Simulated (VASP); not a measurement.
A run of VASP 6.6.1:

Contents of INCAR:

```
PREC     = Accurate       # precision mode
ENCUT    = 520            # plane-wave cutoff, eV
EDIFF    = 1E-8           # SCF threshold, eV
ISMEAR   = -1             # smearing method
SIGMA    = 0.03           # smearing width, eV
LREAL    = F              # projectors in reciprocal space
LASPH    = T              # aspherical terms in the spheres
NELM     = 100            # most SCF steps
ALGO     = Normal         # electronic algorithm
ISIF     = 2              # what is computed and relaxed
LWAVE    = F              # write WAVECAR
LCHARG   = F              # write CHGCAR
GGA      = PS             # functional
LEFG     = T            
NBANDS   = 26             # bands
```

KPOINTS

```
Automatic mesh
0
Gamma
  9 9 8
```

The input POSCAR:

```
AgCl
1.0
    1.8583528837     -5.5193015266      0.0000000000
    1.8583528837      5.5193015266      0.0000000000
    0.0000000000      0.0000000000      3.8977007353
Ag Cl
2 2
Direct
    0.3965554000      0.6034446000      0.7500000000
    0.6034446000      0.3965554000      0.2500000000
    0.8654487300      0.1345512700      0.2500000000
    0.1345512700      0.8654487300      0.7500000000
```

Potentials or basis: VASP PAW PBE potentials, release 64 (Ag, Cl).

The run is started by

```console
$ cat potpaw_PBE.64/Ag/POTCAR potpaw_PBE.64/Cl/POTCAR > POTCAR
$ mpirun -np 1 vasp_std > vasp.out
```

Hardware: 1 thread of Intel Xeon 8259CL (shared host).

**Question.** How long does it take, and how much memory?

**Answer.** Wall time 10 min on 1 thread of Intel Xeon 8259CL, with other jobs on the host, peak memory 0.36 GiB. Counts: scf iterations 16, k points 125.
